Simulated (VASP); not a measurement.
# SnSe (I4/mmm) in VASP: further runs

Runs on SnSe. Level: PBE. Tasks: electric field gradients.

Program: VASP 6.6.1. These are calculated values, not measurements. Logs are shortened: lines on timing, memory, paths and dates and some standing lists are left out, and cuts for length are marked.

## Step 1: The cell of the first run

Symmetry: I4/mmm, No. 139, tetragonal system. Conventional cell: a = 4.300 Å, b = 4.300 Å, c = 5.900 Å, α = 90.00°, β = 90.00°, γ = 90.00°. Within 3.9 Å of Sn (site symmetry 4/mmm) lie 6 Se at 2.95 to 3.04 Å. Se (site symmetry 4/mmm) has 6 Sn at 2.95 to 3.04 Å within 3.9 Å.

## Step 2: Electric field gradients, PBE (z stretched by -2 % at fixed volume)

Input file INCAR:

```
SYSTEM = SnSe
PREC = Accurate
ENCUT = 520
EDIFF = 1E-8
ISMEAR = -1
SIGMA = 0.02
LREAL = .False.
LASPH = .True.
NELM = 100
ALGO = Normal
ISIF = 2
LWAVE = .False.
LCHARG = .False.
GGA = PE
LEFG = .True.
NBANDS = 17
```

Input file KPOINTS:

```
Automatic mesh
0
Gamma
  9 9 9
  0 0 0
```

Input file POSCAR:

```
SnSe
1.0
    0.0000000000      3.0405591592      2.9498000000
    3.0405591592      0.0000000000      2.9498000000
    3.0405591592      3.0405591592      0.0000000000
Sn Se
1 1
Direct
    0.0000000000      0.0000000000      0.0000000000
    0.5000000000      0.5000000000      0.5000000000
```

Potentials or basis: VASP PAW PBE potentials, release 64 (Sn_d, Se).

Started as:

```console
> cat potpaw_PBE.64/Sn_d/POTCAR potpaw_PBE.64/Se/POTCAR > POTCAR
> mpirun -np 1 vasp_std > vasp.out
```

OUTCAR:

```text
SYSTEM = SnSe
   PREC = Accurate
   ENCUT = 520
   EDIFF = 1E-8
   ISMEAR = -1
   LREAL = .False.
   LASPH = .True.
   NELM = 100
   ISIF = 2
   GGA = PE

 ion  position               nearest neighbor table
   1  0.000  0.000  0.000-   2 2.95   2 2.95   2 3.04   2 3.04   2 3.04   2 3.04
   2  0.500  0.500  0.500-   1 2.95   1 2.95   1 3.04   1 3.04   1 3.04   1 3.04

  LATTYP: Found a body centered tetragonal cell.
 ALAT       =     4.3000000001
 C/A-ratio  =     1.3720000000

  Lattice vectors:

 A1 = (   0.0000000000,  -3.0405591592,  -2.9498000000)
 A2 = (   0.0000000000,   3.0405591592,  -2.9498000000)
 A3 = (   3.0405591592,   0.0000000000,   2.9498000000)

Analysis of symmetry for initial positions (statically):
=====================================================================
 Subroutine PRICEL returns:
 Original cell was already a primitive cell.

 Routine SETGRP: Setting up the symmetry group for a
 body centered tetragonal supercell.

 Subroutine GETGRP returns: Found 16 space group operations
 (whereof 16 operations were pure point group operations)
 out of a pool of 16 trial point group operations.

The static configuration has the point symmetry D_4h.

Analysis of symmetry for dynamics (positions and initial velocities):
=====================================================================
 Subroutine PRICEL returns:
 Original cell was already a primitive cell.

 Routine SETGRP: Setting up the symmetry group for a
 body centered tetragonal supercell.

 Subroutine GETGRP returns: Found 16 space group operations
 (whereof 16 operations were pure point group operations)
 out of a pool of 16 trial point group operations.

The dynamic configuration has the point symmetry D_4h.

 Subroutine INISYM returns: Found 16 space group operations
 (whereof 16 operations are pure point group operations),
 and found     1 'primitive' translations

----------------------------------------------------------------------------------------

                                     Primitive cell

  volume of cell :      54.5418

  direct lattice vectors                    reciprocal lattice vectors
     0.000000000  3.040559159  2.949800000    -0.164443437  0.164443437  0.169503017
     3.040559159  0.000000000  2.949800000     0.164443437 -0.164443437  0.169503017
     3.040559159  3.040559159  0.000000000     0.164443437  0.164443437 -0.169503017

  length of vectors
     4.236309720  4.236309720  4.300000000     0.287775192  0.287775192  0.287775192

  position of ions in fractional coordinates (direct lattice)
     0.000000000  0.000000000  0.000000000
     0.500000000  0.500000000  0.500000000

  ion indices of the primitive-cell ions
   primitive index   ion index
                 1           1
                 2           2

----------------------------------------------------------------------------------------

 KPOINTS: Automatic mesh

Automatic generation of k-mesh.
 Grid dimensions read from file:
 generate k-points for:    9    9    9

 Generating k-lattice:

  Cartesian coordinates                     Fractional coordinates (reciprocal lattice)
    -0.018271493  0.018271493  0.018833669     0.111111111  0.000000000  0.000000000
     0.018271493 -0.018271493  0.018833669     0.000000000  0.111111111  0.000000000
     0.018271493  0.018271493 -0.018833669     0.000000000  0.000000000  0.111111111

  Length of vectors
     0.031975021  0.031975021  0.031975021

  Shift w.r.t. Gamma in fractional coordinates (k-lattice)
     0.000000000  0.000000000  0.000000000

 Subroutine IBZKPT returns following result:
 ===========================================

 Found     75 irreducible k-points:

 Following reciprocal coordinates:
            Coordinates               Weight
  0.000000  0.000000  0.000000      1.000000
  0.111111 -0.000000  0.000000      8.000000
  0.222222  0.000000  0.000000      8.000000
  0.333333  0.000000  0.000000      8.000000
  0.444444  0.000000  0.000000      8.000000
  0.111111  0.111111  0.000000      2.000000
[... 16 lines left out ...]
 -0.333333  0.333333  0.000000      4.000000
  0.444444  0.444444  0.000000      2.000000
 [... further k-points ...]
   k-points           NKPTS =     75   k-points in BZ     NKDIM =     75   number of bands    NBANDS=     17
   number of dos      NEDOS =    301   number of ions     NIONS =      2
   total plane-waves  NPLWV =  32768
   dimension x,y,z NGX =    32 NGY =   32 NGZ =   32
   dimension x,y,z NGXF=    64 NGYF=   64 NGZF=   64
   ions per type =               1   1
   NGX,Y,Z   is equivalent  to a cutoff of  12.56, 12.56, 12.37 a.u.
   NGXF,Y,Z  is equivalent  to a cutoff of  25.12, 25.12, 24.74 a.u.
 SYSTEM =  SnSe
   PREC   = accura    normal or accurate (medium, high low for compatibility)
   ISTART =      0    job   : 0-new  1-cont  2-samecut
   ICHARG =      2    charge: 1-file 2-atom 10-const
   ISPIN  =      1    spin polarized calculation?
   LNONCOLLINEAR =      F non collinear calculations
   LSORBIT =      F    spin-orbit coupling
   LASPH  =      T    aspherical Exc in radial PAW
   ENCUT  =  520.0 eV  38.22 Ry    6.18 a.u.   7.88  7.88  8.00*2*pi/ulx,y,z
   NELM   =    100;   NELMIN=  2; NELMDL= -5     # of ELM steps
   EDIFF  = 0.1E-07   stopping-criterion for ELM
   LREAL  =      F    real-space projection
   EDIFFG = 0.1E-06   stopping-criterion for IOM
   NSW    =      0    number of steps for IOM
   IBRION =     -1    ionic relax: 0-MD 1-quasi-New 2-CG
   NFREE  =      0    steps in history (QN), initial steepest desc. (CG)
   ISIF   =      2    stress and relaxation
   ISYM   =      2    0-nonsym 1-usesym 2-fastsym
   POTIM  = 0.5000    time-step for ionic-motion
   TEBEG  =    0.0;   TEEND  =   0.0 temperature during run
   PSTRESS=    0.0 pullay stress
   NELECT =      20.0000    total number of electrons
   NUPDOWN=      -1.0000    fix difference up-down
   EMIN   =  10.00;   EMAX   =-10.00  energy-range for DOS
   EFERMI =   0.00;   METHOD = LEGACY
   ISMEAR =    -1;   SIGMA  =   0.02  broadening in eV -4-tet -1-fermi 0-gaus
   EFERMI_NEDOS =   21; number of points for ismear=-14 and -15
   IALGO  =     38    algorithm
   IMIX   =      4    mixing-type and parameters
     AMIX     =   0.40;   BMIX     =  1.00
     AMIX_MAG =   1.60;   BMIX_MAG =  1.00
  volume/ion in A,a.u.               =      27.27       184.03
  Fermi-wavevector in a.u.,A,eV,Ry     =   1.171768  2.214321 18.681350  1.373040
  Thomas-Fermi vector in A             =   2.308207
   LORBIT       =      0    0 simple, 1 ext, 2 COOP (PROOUT), +10 PAW based schemes
   GGA     = PE    functional components
   LHFCALC =     F    Hartree Fock is set to
   AEXX    =    0.0000 exact exchange contribution
   IVDW    =     0    specifies the selected vdW correction
   LEPSILON=     F    determine dielectric tensor
   LRPA    =     F    only Hartree local field effects (RPA)
 non-spin polarized calculation
  energy-cutoff  :      520.00
  volume of cell :       54.54
 maximum number of plane-waves:      1483
   NGX = 15   NGY = 15   NGZ = 15

 number of electron      20.0000003 magnetization

 Free energy of the ion-electron system (eV)
  ---------------------------------------------------
  ext. energy  EPLUGINS =         0.00000000
  ---------------------------------------------------
  free energy    TOTEN  =        -8.20094216 eV

  energy without entropy =       -8.20094212  energy(sigma->0) =       -8.20094214

 E-fermi :   5.8551     XC(G=0):  -9.5961

 val. band max:        5.5898495928   @ k =  -0.3333   0.0000   0.1111
 cond. band min:       6.1103006618   @ k =  -0.3333   0.1111   0.0000
 fundamental gap:      0.5204510689
 Fermi energy:         5.8551103935

 k-point     1 :       0.0000    0.0000    0.0000
  band No.  band energies     occupation
      1     -16.0222      2.00000
      2     -16.0208      2.00000
      3     -16.0125      2.00000
      4     -16.0125      2.00000
      5     -16.0070      2.00000
      6      -8.2787      2.00000
[... 9 lines left out ...]
     16      11.6082      0.00000
     17      13.5278      0.00000

 k-point     2 :       0.1111   -0.0000    0.0000
  band No.  band energies     occupation
      1     -16.0216      2.00000
      2     -16.0212      2.00000
      3     -16.0119      2.00000
      4     -16.0113      2.00000
      5     -16.0075      2.00000
      6      -8.1920      2.00000
[... 9 lines left out ...]
     16      11.8237      0.00000
     17      14.3310      0.00000

 k-point     3 :       0.2222    0.0000    0.0000
  band No.  band energies     occupation
      1     -16.0227      2.00000
      2     -16.0206      2.00000
      3     -16.0116      2.00000
      4     -16.0077      2.00000
      5     -16.0072      2.00000
      6      -7.9523      2.00000
[... 9 lines left out ...]
     16      12.5526      0.00000
     17      16.1053      0.00000

 k-point     4 :       0.3333    0.0000    0.0000
  band No.  band energies     occupation
      1     -16.0249      2.00000
      2     -16.0203      2.00000
      3     -16.0127      2.00000
      4     -16.0046      2.00000
      5     -16.0031      2.00000
      6      -7.6326      2.00000
[... 9 lines left out ...]
     16      13.7381      0.00000
     17      17.3556      0.00000

 k-point     5 :       0.4444    0.0000    0.0000
  band No.  band energies     occupation
      1     -16.0264      2.00000
      2     -16.0208      2.00000
      3     -16.0132      2.00000
      4     -16.0024      2.00000
      5     -16.0001      2.00000
      6      -7.3837      2.00000
[... 9 lines left out ...]
     16      15.3100      0.00000
     17      16.0931      0.00000

 k-point     6 :       0.1111    0.1111    0.0000
  band No.  band energies     occupation
      1     -16.0230      2.00000
      2     -16.0197      2.00000
      3     -16.0104      2.00000
      4     -16.0104      2.00000
      5     -16.0092      2.00000
      6      -8.1565      2.00000
[... 9 lines left out ...]
     16      12.2857      0.00000
     17      13.6972      0.00000
[... 281 lines left out ...]
 k-point    21 :       0.4444    0.3333    0.0000
  band No.  band energies     occupation
      1     -16.0315      2.00000
      2     -16.0272      2.00000
      3     -16.0144      2.00000
      4     -15.9969      2.00000
      5     -15.9963      2.00000
      6      -7.1690      2.00000
[... 9 lines left out ...]
     16      16.5864      0.00000
     17      17.4369      0.00000

 k-point    22 :      -0.4444    0.3333    0.0000
  band No.  band energies     occupation
      1     -16.0312      2.00000
      2     -16.0238      2.00000
      3     -16.0163      2.00000
      4     -15.9979      2.00000
      5     -15.9962      2.00000
      6      -7.0550      2.00000
[... 9 lines left out ...]
     16      15.8546      0.00000
     17      17.7841      0.00000

 k-point    23 :      -0.3333    0.3333    0.0000
  band No.  band energies     occupation
      1     -16.0278      2.00000
      2     -16.0194      2.00000
      3     -16.0182      2.00000
      4     -16.0011      2.00000
      5     -15.9983      2.00000
      6      -7.1027      2.00000
[... 9 lines left out ...]
     16      14.5988      0.00000
     17      17.5821      0.00000

 k-point    24 :       0.4444    0.4444    0.0000
  band No.  band energies     occupation
      1     -16.0364      2.00000
      2     -16.0291      2.00000
      3     -16.0124      2.00000
      4     -15.9945      2.00000
      5     -15.9945      2.00000
      6      -7.0452      2.00000
[... 9 lines left out ...]
     16      17.1949      0.00000
     17      18.1152      0.00000

 [... further k-points ...]
[... 5 lines left out ...]
  --------------------------------------------------------------------------------------
  -------------------------------------------------------------------------------------
  Total       -0.0489325     -0.0489325      1.2866024      0.0000000      0.0000000      0.0000000
  in kB       -1.4374027     -1.4374027     37.7942254      0.0000000      0.0000000      0.0000000
  external PRESSURE =      11.6398066 kB  Pullay stress =       0.0000000 kB

 VOLUME and BASIS-vectors are now :
 -----------------------------------------------------------------------------
  energy-cutoff  :      520.00
  volume of cell :       54.54
      direct lattice vectors                 reciprocal lattice vectors
     0.000000000  3.040559159  2.949800000    -0.164443437  0.164443437  0.169503017
     3.040559159  0.000000000  2.949800000     0.164443437 -0.164443437  0.169503017
     3.040559159  3.040559159  0.000000000     0.164443437  0.164443437 -0.169503017

 POSITION                                       TOTAL-FORCE (eV/Angst)
 -----------------------------------------------------------------------------------
      0.00000      0.00000      0.00000        -0.000000      0.000000     -0.000000
      3.04056      3.04056      2.94980         0.000000     -0.000000      0.000000
 -----------------------------------------------------------------------------------
    total drift:                                0.000000     -0.000000     -0.000000

  FREE ENERGIE OF THE ION-ELECTRON SYSTEM (eV)
  ---------------------------------------------------
  free  energy   TOTEN  =        -8.2009421603 eV

  energy  without entropy=       -8.2009421167  energy(sigma->0) =       -8.20094214

 Electric field gradients (V/A^2)
---------------------------------------------------------------------
 ion       V_xx      V_yy      V_zz      V_xy      V_xz      V_yz
---------------------------------------------------------------------
   1      21.575    21.575   -43.151     0.001     0.002     0.002
   2       2.442     2.442    -4.884    -0.000    -0.000    -0.000
---------------------------------------------------------------------

 Electric field gradients after diagonalization (V/A^2)
 (convention: |V_zz| > |V_xx| > |V_yy|)
----------------------------------------------------------------------
 ion       V_xx      V_yy      V_zz     asymmetry (V_yy - V_xx)/ V_zz
----------------------------------------------------------------------
   1      21.576    21.575   -43.151       0.000
   2       2.442     2.442    -4.884       0.000
----------------------------------------------------------------------

           NMR quadrupolar parameters

 Cq : quadrupolar parameter    Cq=e*Q*V_zz/h
 eta: asymmetry parameters     (V_yy - V_xx)/ V_zz
 Q  : nuclear electric quadrupole moment in mb (millibarn)
----------------------------------------------------------------------
 ion       Cq(MHz)       eta       Q (mb)
----------------------------------------------------------------------
   1      -0.104       0.000       1.000
   2      -0.012       0.000       1.000
----------------------------------------------------------------------
```

Run time: 72 s. Hardware: 1 thread of Intel Xeon Platinum 8488C (Sapphire Rapids), shared host; peak memory 0.22 GiB.

What came out:

| Quantity | Value |
| --- | --- |
| Free energy | -8.2009 eV |
| Pressure | 1.2 GPa |
| Band gap on the k mesh | 0.52 eV, indirect (least direct gap 0.57 eV) |

Stress tensor (GPa, compression positive):
```
-0.14  0.00  0.00
 0.00 -0.14  0.00
 0.00  0.00  3.78
```

Electric field gradients, principal values (V/Å²):
| atom | least | middle | greatest (by size) |
| --- | --- | --- | --- |
| 1 Sn | 21.575 | 21.576 | -43.151 |
| 2 Se | 2.442 | 2.442 | -4.884 |

Caveat: without QUAD_EFG the Cq values of the log hold for a quadrupole moment of 1 mb, not for the nuclei; spin-orbit coupling is left out, which moves the levels of the heavy elements. A k mesh can miss the band edges.

[end of part 1 of 2]
